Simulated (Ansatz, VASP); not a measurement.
## HfWF3 in VASP and in Ansatz

```
Hf W F
1.0
     4.00885    0.00000    0.00000
     0.00000    4.00885    0.00000
     0.00000    0.00000    4.00885
Hf W F
1 1 3
Direct
  0.50000 0.50000 0.50000
  0.00000 0.00000 0.00000
  0.50000 0.00000 0.00000
  0.00000 0.50000 0.00000
  0.00000 0.00000 0.50000
```

Change from the starting cell: species swapped into the DyRu3C type (Pm-3m, No. 221).

Alike in both runs: task single point; functional PBE; k mesh 4 × 4 × 4; occupations gaussian, width 0.1 eV; no spin polarisation.

```csv
,VASP,Ansatz
version,VASP 6.6.1,Ansatz 0.2.0
potentials or method,"VASP PAW PBE potentials, release 64 (Hf_pv, W_sv, F), cutoff 520 eV","scalar-relativistic, plane waves, PAW"
valence electrons in the cell,45,61
```

```tsv
	VASP	Ansatz	Ansatz less VASP
gap on the k mesh at the Fermi level (eV)	none	none	-
pressure (GPa)	25.6	24.7	-0.87
```

A gap of «none» marks a metal or a gap that the smearing closes. VASP's potentials hold 45 valence electrons a cell and Ansatz's 61, so a difference there can come from the potentials and not from the codes.

The k mesh is coarse, so the values compare programs but aren't converged. Spin-orbit coupling is off throughout.
